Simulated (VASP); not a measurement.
Input of a VASP 6.6.1 run:

The input INCAR:

```
SYSTEM = SiO2
ALGO = Normal ; EDIFF = 1E-6
ENCUT = 520 ; GGA = PE
ISIF = 2 ; ISMEAR = 0
LASPH = .True. ; LCHARG = .False.
LREAL = .False. ; LWAVE = .False.
NBANDS = 25 ; NELM = 100
PREC = Accurate ; SIGMA = 0.05
```

Contents of KPOINTS:

```
k-points
0
Gamma
  6 6 10
  0 0 0
```

POSCAR

```
SiO2
1.0
    4.3186106402      0.0000000000      0.0000000000
    0.0000000000      4.3186106402      0.0000000000
    0.0000000000      0.0000000000      3.0018662560
Si O
2 4
Direct
    0.5000000000      0.5000000000      0.5000000000
    0.0000000000      0.0000000000      0.0000000000
    0.6930127928      0.6930127928      0.0000000000
    0.1930127928      0.8069872072      0.5000000000
    0.3069872072      0.3069872072      0.0000000000
    0.8069872072      0.1930127928      0.5000000000
```

Potentials or basis: VASP PAW PBE potentials, release 64 (Si, O).

The run is started by

```sh
$ cat potpaw_PBE.64/Si/POTCAR potpaw_PBE.64/O/POTCAR > POTCAR
$ mpirun -np 1 vasp_std > vasp.out
```

Problem. Predict the largest force.

Solution. 0.152 eV/Å.

Problem. What does it give for the band gap on the k mesh?

Solution. 2.32 eV.

Stress tensor (GPa, compression positive):
```
-23.29   0.00   0.00
  0.00 -23.29   0.00
  0.00   0.00 -54.82
```

Caveat: the cell stands under tension.
